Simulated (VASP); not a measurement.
# CoSi2 (Fm-3m) in VASP: a series of runs, part 2 of 2

VASP 6.6.1. Earlier steps stand in the parts before.

## (4) Single point, PBEsol (11.50 Å³/atom)

This run uses another cell than the first one, of 11.50 Å³/atom.

File INCAR:

```
SYSTEM = CoSi2
  PREC = Accurate
  ENCUT = 520
  EDIFF = 1E-6
  ISMEAR = 0
  SIGMA = 0.15
  LREAL = .False.
  LASPH = .True.
  NELM = 60
  ALGO = Normal
  ISIF = 2
  LWAVE = .False.
  LCHARG = .False.
  GGA = PS
  NBANDS = 16
```

File KPOINTS:

```
regular mesh
0
Gamma
  14 14 14
  0 0 0
```

File POSCAR:

```
CoSi2
1.0
    0.0000000000      2.5835250176      2.5835250176
    2.5835250176      0.0000000000      2.5835250176
    2.5835250176      2.5835250176      0.0000000000
Co Si
1 2
Direct
    0.0000000000      0.0000000000      0.0000000000
    0.2500000000      0.2500000000      0.2500000000
    0.7500000000      0.7500000000      0.7500000000
```

Potentials or basis: VASP PAW PBE potentials, release 64 (Co, Si).

Launch:

```
cat potpaw_PBE.64/Co/POTCAR potpaw_PBE.64/Si/POTCAR > POTCAR
mpirun -np 1 vasp_std > vasp.out
```

OUTCAR:

```text
SYSTEM = CoSi2
   PREC = Accurate
   ENCUT = 520
   EDIFF = 1E-6
   ISMEAR = 0
   LREAL = .False.
   LASPH = .True.
   NELM = 60
   ISIF = 2
   GGA = PS

 ion  position               nearest neighbor table
   1  0.000  0.000  0.000-   3 2.24   3 2.24   3 2.24   2 2.24   3 2.24   2 2.24   2 2.24   2 2.24

   2  0.250  0.250  0.250-   1 2.24   1 2.24   1 2.24   1 2.24   3 2.58   3 2.58   3 2.58   3 2.58
                             3 2.58   3 2.58
   3  0.750  0.750  0.750-   1 2.24   1 2.24   1 2.24   1 2.24   2 2.58   2 2.58   2 2.58   2 2.58
                             2 2.58   2 2.58

  LATTYP: Found a face centered cubic cell.
 ALAT       =     5.1670500352

  Lattice vectors:

 A1 = (   0.0000000000,   2.5835250176,   2.5835250176)
 A2 = (   2.5835250176,   0.0000000000,   2.5835250176)
 A3 = (   2.5835250176,   2.5835250176,   0.0000000000)

Analysis of symmetry for initial positions (statically):
=====================================================================
 Subroutine PRICEL returns:
 Original cell was already a primitive cell.

 Routine SETGRP: Setting up the symmetry group for a
 face centered cubic supercell.

[... 164 lines left out ...]
  free energy    TOTEN  =       -20.81569841 eV

  energy without entropy =      -20.80561215  energy(sigma->0) =      -20.81065528

 E-fermi :  11.5253     XC(G=0): -12.3560

 val. band max:       11.4467963391   @ k =   0.4286   0.0714   0.0000
 cond. band min:      11.5296568279   @ k =   0.3571   0.0714   0.0000
 fundamental gap:      0.0828604888
 Fermi energy:        11.5253352946

 k-point     1 :       0.0000    0.0000    0.0000
  band No.  band energies     occupation
      1      -2.4656      2.00000
      2       6.9253      2.00000
      3       6.9253      2.00000
      4       6.9253      2.00000
      5       9.2230      2.00000
      6       9.2230      2.00000
[... 433 lines left out ...]
      3       7.0973      2.00000
      4       7.1602      2.00000
      5       8.3406      2.00000
      6       9.4407      2.00000
[... 8 lines left out ...]
     15      20.2993      0.00000
     16      20.7357      0.00000

 [... further k-points ...]
[... 5 lines left out ...]
  --------------------------------------------------------------------------------------
  -------------------------------------------------------------------------------------
  Total        4.2248544      4.2248544      4.2248544     -0.0000000     -0.0000000      0.0000000
  in kB      196.2701772    196.2701772    196.2701772     -0.0000000     -0.0000000      0.0000000
  external PRESSURE =     196.2701772 kB  Pullay stress =       0.0000000 kB

 VOLUME and BASIS-vectors are now :
 -----------------------------------------------------------------------------
  energy-cutoff  :      520.00
  volume of cell :       34.49
      direct lattice vectors                 reciprocal lattice vectors
     0.000000000  2.583525018  2.583525018    -0.193534027  0.193534027  0.193534027
     2.583525018  0.000000000  2.583525018     0.193534027 -0.193534027  0.193534027
     2.583525018  2.583525018  0.000000000     0.193534027  0.193534027 -0.193534027

 POSITION                                       TOTAL-FORCE (eV/Angst)
 -----------------------------------------------------------------------------------
      0.00000      0.00000      0.00000         0.000000      0.000000     -0.000000
      1.29176      1.29176      1.29176         0.000000      0.000000      0.000000
      3.87529      3.87529      3.87529        -0.000000     -0.000000      0.000000
 -----------------------------------------------------------------------------------
    total drift:                               -0.000000     -0.000000      0.000000

  FREE ENERGIE OF THE ION-ELECTRON SYSTEM (eV)
  ---------------------------------------------------
  free  energy   TOTEN  =       -20.8156984131 eV

  energy  without entropy=      -20.8056121477  energy(sigma->0) =      -20.81065528
```

Run time: 24 s. Hardware: 1 thread of Intel Xeon 6975P-C (Granite Rapids), shared host; peak memory 0.19 GiB.

What came out:

| Item | Value |
| --- | --- |
| Free energy | -20.8157 eV |
| Pressure | 19.6 GPa |
| Band gap on the k mesh | zero (an odd number of electrons rules out a gap without spin polarisation) |

Levels at points of the mesh, in eV from the Fermi level:
| k point | band 5 | band 6 | band 7 | band 8 | band 9 | band 10 | band 11 | band 12 | band 13 | band 14 |
| --- | --- | --- | --- | --- | --- | --- | --- | --- | --- | --- |
| (0.00, 0.00, 0.00) | -2.30 | -2.30 | 1.91 | 3.43 | 3.43 | 3.43 | 3.87 | 3.87 | 3.87 | 6.15 |
| (0.50, 0.00, 0.00) | -2.47 | -1.96 | -1.96 | -0.52 | -0.52 | 2.99 | 3.75 | 3.75 | 5.33 | 10.86 |
| (0.50, 0.50, 0.00) | -3.97 | -2.30 | -2.30 | -2.27 | -1.60 | 2.05 | 2.93 | 8.69 | 10.72 | 10.72 |

Caveat: the cell stands under pressure; the PAW data sets were made with another functional, which shifts forces and pressure a little; the run has no spin polarisation, though such a crystal can be magnetic. Spin polarisation is off, so any magnetic state and its effect on volume and gap are missing.

## (5) Single point, PBEsol (12.00 Å³/atom)

File INCAR:

```
SYSTEM = CoSi2
ALGO = Normal
EDIFF = 1E-6
ENCUT = 520
GGA = PS
ISIF = 2
ISMEAR = 0
LASPH = .True.
LCHARG = .False.
LREAL = .False.
LWAVE = .False.
NBANDS = 16
NELM = 60
PREC = Accurate
SIGMA = 0.15
```

File KPOINTS:

```
k-points
0
Gamma
  14 14 14
  0 0 0
```

File POSCAR:

```
CoSi2
1.0
    0.0000000000      2.6204501684      2.6204501684
    2.6204501684      0.0000000000      2.6204501684
    2.6204501684      2.6204501684      0.0000000000
Co Si
1 2
Direct
    0.0000000000      0.0000000000      0.0000000000
    0.2500000000      0.2500000000      0.2500000000
    0.7500000000      0.7500000000      0.7500000000
```

Potentials or basis: VASP PAW PBE potentials, release 64 (Co, Si).

Launch:

```
cat potpaw_PBE.64/Co/POTCAR potpaw_PBE.64/Si/POTCAR > POTCAR
mpirun -np 1 vasp_std > vasp.out
```

OUTCAR:

```text
SYSTEM = CoSi2
   EDIFF = 1E-6
   ENCUT = 520
   GGA = PS
   ISIF = 2
   ISMEAR = 0
   LASPH = .True.
   LREAL = .False.
   NELM = 60
   PREC = Accurate

 ion  position               nearest neighbor table
   1  0.000  0.000  0.000-   2 2.27   3 2.27   3 2.27   3 2.27   3 2.27   2 2.27   2 2.27   2 2.27

   2  0.250  0.250  0.250-   1 2.27   1 2.27   1 2.27   1 2.27   3 2.62   3 2.62   3 2.62   3 2.62
                             3 2.62   3 2.62
   3  0.750  0.750  0.750-   1 2.27   1 2.27   1 2.27   1 2.27   2 2.62   2 2.62   2 2.62   2 2.62
[... 647 lines left out ...]
     15      19.4951      0.00000
     16      19.8483      0.00000

 [... further k-points ...]
[... 5 lines left out ...]
  --------------------------------------------------------------------------------------
  -------------------------------------------------------------------------------------
  Total        1.9804593      1.9804593      1.9804593      0.0000000      0.0000000      0.0000000
  in kB       88.1695851     88.1695851     88.1695851      0.0000000      0.0000000      0.0000000
  external PRESSURE =      88.1695851 kB  Pullay stress =       0.0000000 kB

 VOLUME and BASIS-vectors are now :
 -----------------------------------------------------------------------------
  energy-cutoff  :      520.00
  volume of cell :       35.99
      direct lattice vectors                 reciprocal lattice vectors
     0.000000000  2.620450168  2.620450168    -0.190806910  0.190806910  0.190806910
     2.620450168  0.000000000  2.620450168     0.190806910 -0.190806910  0.190806910
     2.620450168  2.620450168  0.000000000     0.190806910  0.190806910 -0.190806910

 POSITION                                       TOTAL-FORCE (eV/Angst)
 -----------------------------------------------------------------------------------
      0.00000      0.00000      0.00000        -0.000000     -0.000000     -0.000000
      1.31023      1.31023      1.31023        -0.000000     -0.000000     -0.000000
      3.93068      3.93068      3.93068         0.000000      0.000000      0.000000
 -----------------------------------------------------------------------------------
    total drift:                               -0.000000     -0.000000      0.000000

  FREE ENERGIE OF THE ION-ELECTRON SYSTEM (eV)
  ---------------------------------------------------
  free  energy   TOTEN  =       -20.9472591937 eV

  energy  without entropy=      -20.9367648291  energy(sigma->0) =      -20.94201201
```

OSZICAR:

```text
N       E                     dE             d eps       ncg     rms          rms(c)
DAV:   1     0.603572962626E+02    0.60357E+02   -0.68608E+03  3336   0.103E+03
DAV:   2    -0.192945301376E+02   -0.79652E+02   -0.71285E+02  3664   0.205E+02
DAV:   3    -0.225148671121E+02   -0.32203E+01   -0.31699E+01  4400   0.460E+01
DAV:   4    -0.225679216309E+02   -0.53055E-01   -0.53031E-01  4000   0.562E+00
DAV:   5    -0.225694759732E+02   -0.15543E-02   -0.15543E-02  4368   0.985E-01    0.160E+01
DAV:   6    -0.257177784564E+02   -0.31483E+01   -0.24775E+01  3568   0.105E+02    0.166E+01
DAV:   7    -0.210084354388E+02    0.47093E+01   -0.11107E+01  4216   0.820E+01    0.375E+00
DAV:   8    -0.209812232242E+02    0.27212E-01   -0.68558E-01  3728   0.498E+00    0.185E+00
DAV:   9    -0.209475556801E+02    0.33668E-01   -0.78026E-02  4104   0.538E+00    0.485E-01
DAV:  10    -0.209474064012E+02    0.14928E-03   -0.59641E-03  4656   0.115E+00    0.119E-01
DAV:  11    -0.209472516771E+02    0.15472E-03   -0.64170E-04  4512   0.460E-01    0.332E-02
DAV:  12    -0.209472600357E+02   -0.83586E-05   -0.35384E-05  3800   0.424E-02    0.122E-02
DAV:  13    -0.209472591937E+02    0.84191E-06   -0.24037E-06  4104   0.245E-02
   1 F= -.20947259E+02 E0= -.20942012E+02  d E =-.104944E-01
```

Wall time 23 s (1 thread of Intel Xeon 6975P-C (Granite Rapids), shared host); peak memory 0.19 GiB.

What came out:

| Quantity | Value |
| --- | --- |
| Free energy | -20.9473 eV |
| Pressure | 8.8 GPa |
| Band gap on the k mesh | zero (an odd number of electrons rules out a gap without spin polarisation) |

Caveat: the cell stands under pressure; the PAW data sets were made with another functional, which shifts forces and pressure a little; the run has no spin polarisation, though such a crystal can be magnetic. Spin polarisation is off, so any magnetic state and its effect on volume and gap are missing.

## (6) Single point, PBEsol (13.00 Å³/atom)

This run uses another cell than the first one, of 13.00 Å³/atom.

File INCAR:

```
SYSTEM = CoSi2
PREC     = Accurate       ! precision mode
ENCUT    = 520            ! plane-wave cutoff, eV
EDIFF    = 1E-6           ! SCF threshold, eV
ISMEAR   = 0              ! smearing method
SIGMA    = 0.15           ! smearing width, eV
LREAL    = .False.        ! projectors in reciprocal space
LASPH    = .True.         ! aspherical terms in the spheres
NELM     = 60             ! most SCF steps
ALGO     = Normal         ! electronic algorithm
ISIF     = 2              ! what is computed and relaxed
LWAVE    = .False.        ! write WAVECAR
LCHARG   = .True.         ! write CHGCAR
GGA      = PS             ! functional
LELF     = .True.         ! ELF
LVHAR    = .True.       
NBANDS   = 16             ! bands
```

File KPOINTS:

```
Automatic mesh
0
Gamma
  14 14 14
  0 0 0
```

File POSCAR:

```
CoSi2
1.0
    0.0000000000      2.6913302155      2.6913302155
    2.6913302155      0.0000000000      2.6913302155
    2.6913302155      2.6913302155      0.0000000000
Co Si
1 2
Direct
    0.0000000000      0.0000000000      0.0000000000
    0.2500000000      0.2500000000      0.2500000000
    0.7500000000      0.7500000000      0.7500000000
```

Potentials or basis: VASP PAW PBE potentials, release 64 (Co, Si).

Launch:

```
cat potpaw_PBE.64/Co/POTCAR potpaw_PBE.64/Si/POTCAR > POTCAR
mpirun -np 1 vasp_std > vasp.out
```

Wall time 26 s (1 thread of Intel Xeon 6975P-C (Granite Rapids), shared host); peak memory 0.2 GiB.

The run converged. Its results:

| Property | Result |
| --- | --- |
| Free energy | -20.9544 eV |
| Pressure | -7.0 GPa |
| Band gap on the k mesh | zero (an odd number of electrons rules out a gap without spin polarisation) |

Levels at points of the mesh, in eV from the Fermi level:
| k point | band 7 | band 8 | band 9 | band 10 | band 11 | band 12 |
| --- | --- | --- | --- | --- | --- | --- |
| (0.00, 0.00, 0.00) | 0.64 | 3.36 | 3.36 | 3.36 | 3.42 | 3.42 |
| (0.50, 0.00, 0.00) | -1.60 | -0.46 | -0.46 | 2.60 | 3.37 | 3.37 |
| (0.50, 0.50, 0.00) | -1.94 | -1.89 | -1.30 | 1.51 | 2.86 | 8.57 |

Caveat: the cell stands under tension; the PAW data sets were made with another functional, which shifts forces and pressure a little; the run has no spin polarisation, though such a crystal can be magnetic. Spin polarisation is off, so any magnetic state and its effect on volume and gap are missing.

## (7) The runs side by side

```csv
spin,fixed moment (μB),cell,gap on the mesh (eV),pressure (GPa)
"collinear, ferromagnetic start",2.2,"a = 3.706 Å, angles 60.0°, 3 atoms",-,26.4
off,-,"a = 3.600 Å, angles 60.0°, 3 atoms",none,33.2
off,-,"a = 3.654 Å, angles 60.0°, 3 atoms",none,19.6
off,-,"a = 3.706 Å, angles 60.0°, 3 atoms",none,8.8
off,-,"a = 3.806 Å, angles 60.0°, 3 atoms",none,-7.0
```

Alike in all rows: task single point; level PBEsol; potentials or basis VASP PAW PBE potentials, release 64 (Co, Si); k mesh 14 × 14 × 14; cutoff (eV) 520; smearing gaussian 0.15 eV.

Caveats: the PAW data sets were made with another functional, which shifts forces and pressure a little; the cell stands under pressure (at least some runs); the total moment is fixed, so each spin has its own Fermi level (at least some runs); the cell stands under tension (at least some runs).

Total energies depend on the potentials used, so only differences within one code and one set of settings carry meaning.
